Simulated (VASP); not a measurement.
Write the native input for VASP 6.6.1 that does the following.

* Task: single point
* Functional: PBE
* Potentials or basis: VASP PAW PBE potentials, release 64 (Mg, S)
* Cutoff: 600 eV
* k mesh: 4 × 4 × 4
* Occupations: gaussian, width 0.01 eV
* Spin: no spin polarisation
* Dipole correction: no
* Further INCAR settings: ALGO = Normal; EDIFF = 1e-06; NBANDS = 11

The structure of MgS lies in POSCAR:

```
MgS
1.0
    0.0000000000      2.6306010800      2.6306010800
    2.6306010800      0.0000000000      2.6306010800
    2.6306010800      2.6306010800      0.0000000000
Mg S
1 1
Direct
    0.0000000000      0.0000000000      0.0000000000
    0.5000000000      0.5000000000      0.5000000000
```

The input as run:

INCAR

```
PREC = Accurate
ENCUT = 600
EDIFF = 1E-6
ISMEAR = 0
SIGMA = 0.01
LREAL = F
LASPH = T
NELM = 120
ALGO = Normal
ISIF = 2
LWAVE = F
LCHARG = F
GGA = PE
NBANDS = 11
GGA_COMPAT = F
```

KPOINTS

```
Automatic mesh
0
Gamma
  4 4 4
```

Potentials or basis: VASP PAW PBE potentials, release 64 (Mg, S).

Run with:

```bash
$ cat potpaw_PBE.64/Mg/POTCAR potpaw_PBE.64/S/POTCAR > POTCAR
$ mpirun -np 1 vasp_std > vasp.out
```

Results of the run:

| Property | Result |
| --- | --- |
| Pressure | -1.2 GPa |
| Band gap on the k mesh | 2.68 eV, indirect (least direct gap 3.44 eV) |

Caveat: the k points lie up to 0.52 Å⁻¹ apart.

Wall time 9.7 s on 1 thread of Intel Xeon 8259CL, with other jobs on the host, peak memory 0.16 GiB.
